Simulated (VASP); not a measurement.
# CdSe (Cadmoselite) (P6_3mc) in VASP: relaxation of cell and atoms with PBEsol

Aim: the relaxation of cell and atoms of CdSe (Cadmoselite) with PBEsol.

Program: VASP 6.6.1. These are calculated values, not measurements. Logs are shortened: lines on timing, memory, paths and dates and some standing lists are left out, and cuts for length are marked.

### 1 The cell of the first run

It takes space group P6_3mc (No. 186, hexagonal). Conventional cell: a = 4.300 Å, b = 4.300 Å, c = 7.020 Å, α = 90.00°, β = 90.00°, γ = 120.00°. Cd (site symmetry 3m) has 4 Se at 2.61 to 2.70 Å within 3.4 Å. Within 3.4 Å of Se (site symmetry 3m) lie 4 Cd at 2.61 to 2.70 Å.

### 2 Relaxation of cell and atoms, PBEsol

Contents of INCAR:

```
SYSTEM = CdSe
PREC = Accurate
ENCUT = 600
EDIFF = 1E-7
ISMEAR = -1
SIGMA = 0.08
LREAL = .False.
LASPH = .True.
NELM = 60
ALGO = Normal
ISIF = 3
LWAVE = .False.
LCHARG = .False.
GGA = PS
IBRION = 2
NSW = 100
EDIFFG = -0.002
```

Contents of KPOINTS:

```
regular mesh
0
Gamma
  8 8 4
  0 0 0
```

Contents of POSCAR:

```
CdSe
1.0
    4.3000000000      0.0000000000      0.0000000000
   -2.1500000000      3.7239092363      0.0000000000
    0.0000000000      0.0000000000      7.0200000000
Cd Se
2 2
Direct
    0.3333333333      0.6666666667      0.0000000000
    0.6666666667      0.3333333333      0.5000000000
    0.3333333333      0.6666666667      0.3850000000
    0.6666666667      0.3333333333      0.8850000000
```

Potentials or basis: VASP PAW PBE potentials, release 64 (Cd, Se).

Started as:

```console
> cat potpaw_PBE.64/Cd/POTCAR potpaw_PBE.64/Se/POTCAR > POTCAR
> mpirun -np 1 vasp_std > vasp.out
```

OUTCAR:

```text
SYSTEM = CdSe
   PREC = Accurate
   ENCUT = 600
   EDIFF = 1E-7
   ISMEAR = -1
   LREAL = .False.
   LASPH = .True.
   NELM = 60
   ISIF = 3
   GGA = PS
   IBRION = 2
   NSW = 100
   EDIFFG = -0.002

 ion  position               nearest neighbor table
   1  0.333  0.667  0.000-   4 2.61   4 2.61   4 2.61   3 2.70
   2  0.667  0.333  0.500-   3 2.61   3 2.61   3 2.61   4 2.70
   3  0.333  0.667  0.385-   2 2.61   2 2.61   2 2.61   1 2.70
   4  0.667  0.333  0.885-   1 2.61   1 2.61   1 2.61   2 2.70

  LATTYP: Found a hexagonal cell.
 ALAT       =     4.3000000000
 C/A-ratio  =     1.6325581395

  Lattice vectors:

 A1 = (   4.3000000000,   0.0000000000,   0.0000000000)
 A2 = (  -2.1500000000,   3.7239092363,   0.0000000000)
 A3 = (   0.0000000000,   0.0000000000,   7.0200000000)

Analysis of symmetry for initial positions (statically):
=====================================================================
 Subroutine PRICEL returns:
 Original cell was already a primitive cell.

 Routine SETGRP: Setting up the symmetry group for a
 hexagonal supercell.

 Subroutine GETGRP returns: Found 12 space group operations
 (whereof  6 operations were pure point group operations)
 out of a pool of 24 trial point group operations.

The static configuration has the point symmetry C_3v.
 The point group associated with its full space group is C_6v.

Analysis of symmetry for dynamics (positions and initial velocities):
=====================================================================
 Subroutine PRICEL returns:
 Original cell was already a primitive cell.

 Routine SETGRP: Setting up the symmetry group for a
 hexagonal supercell.

 Subroutine GETGRP returns: Found 12 space group operations
 (whereof  6 operations were pure point group operations)
 out of a pool of 24 trial point group operations.

The dynamic configuration has the point symmetry C_3v.
 The point group associated with its full space group is C_6v.

 Subroutine INISYM returns: Found 12 space group operations
 (whereof  6 operations are pure point group operations),
 and found     1 'primitive' translations

----------------------------------------------------------------------------------------

                                     Primitive cell

  volume of cell :     112.4099

  direct lattice vectors                    reciprocal lattice vectors
     4.300000000  0.000000000  0.000000000     0.232558140  0.134267504  0.000000000
    -2.150000000  3.723909236  0.000000000     0.000000000  0.268535009  0.000000000
     0.000000000  0.000000000  7.020000000     0.000000000  0.000000000  0.142450142

  length of vectors
     4.300000000  4.300000000  7.020000000     0.268535009  0.268535009  0.142450142

  position of ions in fractional coordinates (direct lattice)
     0.333333333  0.666666667  0.000000000
     0.666666667  0.333333333  0.500000000
     0.333333333  0.666666667  0.385000000
     0.666666667  0.333333333  0.885000000

  ion indices of the primitive-cell ions
   primitive index   ion index
                 1           1
                 2           2
                 3           3
                 4           4

----------------------------------------------------------------------------------------

 KPOINTS: regular mesh

Automatic generation of k-mesh.
 Grid dimensions read from file:
 generate k-points for:    8    8    4

 Generating k-lattice:

  Cartesian coordinates                     Fractional coordinates (reciprocal lattice)
     0.029069767  0.016783438  0.000000000     0.125000000  0.000000000  0.000000000
     0.000000000  0.033566876  0.000000000     0.000000000  0.125000000  0.000000000
     0.000000000  0.000000000  0.035612536     0.000000000  0.000000000  0.250000000

  Length of vectors
     0.033566876  0.033566876  0.035612536

  Shift w.r.t. Gamma in fractional coordinates (k-lattice)
     0.000000000  0.000000000  0.000000000

 Subroutine IBZKPT returns following result:
 ===========================================

 Found     30 irreducible k-points:

 Following reciprocal coordinates:
            Coordinates               Weight
  0.000000  0.000000  0.000000      1.000000
  0.125000 -0.000000  0.000000      6.000000
  0.250000 -0.000000  0.000000      6.000000
  0.375000 -0.000000  0.000000      6.000000
  0.500000 -0.000000  0.000000      3.000000
  0.125000  0.125000  0.000000      6.000000
[... 16 lines left out ...]
  0.250000 -0.000000  0.500000      6.000000
  0.375000 -0.000000  0.500000      6.000000
 [... further k-points ...]
   k-points           NKPTS =     30   k-points in BZ     NKDIM =     30   number of bands    NBANDS=     22
   number of dos      NEDOS =    301   number of ions     NIONS =      4
   total plane-waves  NPLWV =  72576
   dimension x,y,z NGX =    36 NGY =   36 NGZ =   56
   dimension x,y,z NGXF=    72 NGYF=   72 NGZF=  112
   ions per type =               2   2
   NGX,Y,Z   is equivalent  to a cutoff of  13.92, 13.92, 13.26 a.u.
   NGXF,Y,Z  is equivalent  to a cutoff of  27.84, 27.84, 26.52 a.u.
 SYSTEM =  CdSe
   PREC   = accura    normal or accurate (medium, high low for compatibility)
   ISTART =      0    job   : 0-new  1-cont  2-samecut
   ICHARG =      2    charge: 1-file 2-atom 10-const
   ISPIN  =      1    spin polarized calculation?
   LNONCOLLINEAR =      F non collinear calculations
   LSORBIT =      F    spin-orbit coupling
   LASPH  =      T    aspherical Exc in radial PAW
   ENCUT  =  600.0 eV  44.10 Ry    6.64 a.u.   8.59  8.59 14.02*2*pi/ulx,y,z
   NELM   =     60;   NELMIN=  2; NELMDL= -5     # of ELM steps
   EDIFF  = 0.1E-06   stopping-criterion for ELM
   LREAL  =      F    real-space projection
   EDIFFG = -.2E-02   stopping-criterion for IOM
   NSW    =    100    number of steps for IOM
   IBRION =      2    ionic relax: 0-MD 1-quasi-New 2-CG
   NFREE  =      1    steps in history (QN), initial steepest desc. (CG)
   ISIF   =      3    stress and relaxation
   ISYM   =      2    0-nonsym 1-usesym 2-fastsym
   POTIM  = 0.5000    time-step for ionic-motion
   TEBEG  =    0.0;   TEEND  =   0.0 temperature during run
   PSTRESS=    0.0 pullay stress
   NELECT =      36.0000    total number of electrons
   NUPDOWN=      -1.0000    fix difference up-down
   EMIN   =  10.00;   EMAX   =-10.00  energy-range for DOS
   EFERMI =   0.00;   METHOD = LEGACY
   ISMEAR =    -1;   SIGMA  =   0.08  broadening in eV -4-tet -1-fermi 0-gaus
   EFERMI_NEDOS =   21; number of points for ismear=-14 and -15
   IALGO  =     38    algorithm
   IMIX   =      4    mixing-type and parameters
     AMIX     =   0.40;   BMIX     =  1.00
     AMIX_MAG =   1.60;   BMIX_MAG =  1.00
  volume/ion in A,a.u.               =      28.10       189.64
  Fermi-wavevector in a.u.,A,eV,Ry     =   1.120059  2.116604 17.068937  1.254531
  Thomas-Fermi vector in A             =   2.256702
   LORBIT       =      0    0 simple, 1 ext, 2 COOP (PROOUT), +10 PAW based schemes
   GGA     = PS    functional components
   LHFCALC =     F    Hartree Fock is set to
   AEXX    =    0.0000 exact exchange contribution
   IVDW    =     0    specifies the selected vdW correction
   LEPSILON=     F    determine dielectric tensor
   LRPA    =     F    only Hartree local field effects (RPA)
 conjugate gradient relaxation of ions
 non-spin polarized calculation
  energy-cutoff  :      600.00
  volume of cell :      112.41
 maximum number of plane-waves:      3791
 NGX is ok and might be reduce to    36
   NGX = 17   NGY = 17   NGZ = 29

--------------------------------------- Ionic step        1  -------------------------------------------

 number of electron      35.9999991 magnetization

 Free energy of the ion-electron system (eV)
  ---------------------------------------------------
  ext. energy  EPLUGINS =         0.00000000
  ---------------------------------------------------
  free energy    TOTEN  =       -12.33187345 eV

  energy without entropy =      -12.33141793  energy(sigma->0) =      -12.33164569

------------------------ aborting loop because EDIFF is reached ----------------------------------------

  FORCE on cell =-STRESS in cart. coord.  units (eV):
  Direction    XX          YY          ZZ          XY          YZ          ZX
  --------------------------------------------------------------------------------------
  -------------------------------------------------------------------------------------
  Total        0.7627378      0.7627378     -0.5683658      0.0000000      0.0000000      0.0000000
  in kB       10.8712929     10.8712929     -8.1009105      0.0000000      0.0000000      0.0000000
  external PRESSURE =       4.5472251 kB  Pullay stress =       0.0000000 kB
[... 95 lines left out ...]
  FREE ENERGIE OF THE ION-ELECTRON SYSTEM (eV)
  ---------------------------------------------------
  free  energy   TOTEN  =       -12.3477850717 eV

  energy  without entropy=      -12.3472343629  energy(sigma->0) =      -12.34750972

[... ionic steps 4 to 9 ...]

--------------------------------------- Ionic step       10  -------------------------------------------

 number of electron      36.0000000 magnetization

------------------------ aborting loop because EDIFF is reached ----------------------------------------

  FORCE on cell =-STRESS in cart. coord.  units (eV):
  Direction    XX          YY          ZZ          XY          YZ          ZX
  --------------------------------------------------------------------------------------
  -------------------------------------------------------------------------------------
  Total       -0.0070844     -0.0070844     -0.0169698      0.0000000      0.0000000      0.0000000
  in kB       -0.1002698     -0.1002698     -0.2401839      0.0000000      0.0000000      0.0000000
  external PRESSURE =      -0.1469078 kB  Pullay stress =       0.0000000 kB
[... 61 lines left out ...]
  energy  without entropy=      -12.3511168800  energy(sigma->0) =      -12.35139294

--------------------------------------- Ionic step       12  -------------------------------------------

 number of electron      35.9999999 magnetization

 Free energy of the ion-electron system (eV)
  ---------------------------------------------------
  ext. energy  EPLUGINS =         0.00000000
  ---------------------------------------------------
  free energy    TOTEN  =       -12.35167016 eV

  energy without entropy =      -12.35111684  energy(sigma->0) =      -12.35139350

 E-fermi :   1.1131     XC(G=0):  -9.0650

 val. band max:        0.7713500570   @ k =   0.0000   0.0000   0.0000
 cond. band min:       1.2994954308   @ k =   0.0000   0.0000   0.0000
 fundamental gap:      0.5281453739
 Fermi energy:         1.1131493106

 k-point     1 :       0.0000    0.0000    0.0000
  band No.  band energies     occupation
      1     -11.8278      2.00000
      2     -11.4478      2.00000
      3      -7.1171      2.00000
      4      -7.1103      2.00000
      5      -7.1103      2.00000
      6      -7.0428      2.00000
[... 574 lines left out ...]
      6      -6.9658      2.00000
[... 14 lines left out ...]
     21       5.6208      0.00000
     22       5.6208      0.00000

 [... further k-points ...]
[... 5 lines left out ...]
  --------------------------------------------------------------------------------------
  -------------------------------------------------------------------------------------
  Total       -0.0016776     -0.0016776      0.0008930      0.0000000      0.0000000      0.0000000
  in kB       -0.0237516     -0.0237516      0.0126433      0.0000000      0.0000000      0.0000000
  external PRESSURE =      -0.0116200 kB  Pullay stress =       0.0000000 kB
[... 19 lines left out ...]
  FREE ENERGIE OF THE ION-ELECTRON SYSTEM (eV)
  ---------------------------------------------------
  free  energy   TOTEN  =       -12.3516701552 eV

  energy  without entropy=      -12.3511168388  energy(sigma->0) =      -12.35139350

 reached required accuracy - stopping structural energy minimisation
```

Run time: 8 min. Hardware: 1 thread of Intel Xeon 6975P-C, shared host; peak memory 0.33 GiB.

Results:

```
Free energy                            : -12.3517 eV
Relaxed volume                         : 28.29 Å³/atom
Relaxed cell                           : a = 4.310 Å, b = 4.310 Å, c = 7.035 Å, α = 90.00°, β = 90.00°, γ = 120.00°
Space group after relaxing (to 0.05 Å) : P6_3mc (No. 186)
Energy gained by relaxing              : 4.9 meV/atom
Ionic steps                            : 12
Pressure after relaxing                : 0.0 GPa
Band gap on the k mesh                 : 0.53 eV, direct
```

The path:
```tsv
step	energy change (eV)	largest force (eV/Å)	pressure (GPa)	volume (Å³)
1	0.0000	0.2743	0.45	112.41
2	-0.0159	0.0638	-0.24	113.70
3	-0.0159	0.0674	-0.23	113.68
4	-0.0173	0.0378	0.03	113.09
5	-0.0174	0.0243	0.15	112.84
6	-0.0186	0.0220	0.12	112.91
7	-0.0197	0.0147	0.04	113.08
8	-0.0197	0.0150	0.04	113.08
9	-0.0198	0.0073	-0.05	113.29
10	-0.0198	0.0021	-0.01	113.20
11	-0.0198	0.0011	0.02	113.15
12	-0.0198	0.0001	0.00	113.17
```

Final structure:
```cif
data_structure
_symmetry_space_group_name_H-M 'P 1'
_symmetry_Int_Tables_number 1
_cell_length_a 4.3099
_cell_length_b 4.3099
_cell_length_c 7.0348
_cell_angle_alpha 90.000
_cell_angle_beta 90.000
_cell_angle_gamma 120.000
_cell_volume 113.17
loop_
_atom_site_label
_atom_site_type_symbol
_atom_site_fract_x
_atom_site_fract_y
_atom_site_fract_z
_atom_site_occupancy
Cd1 Cd 0.33333 0.66667 0.00466 1
Cd2 Cd 0.66667 0.33333 0.50466 1
Se1 Se 0.33333 0.66667 0.38034 1
Se2 Se 0.66667 0.33333 0.88034 1
```

Caveat: the PAW data sets were made with another functional, which shifts forces and pressure a little.
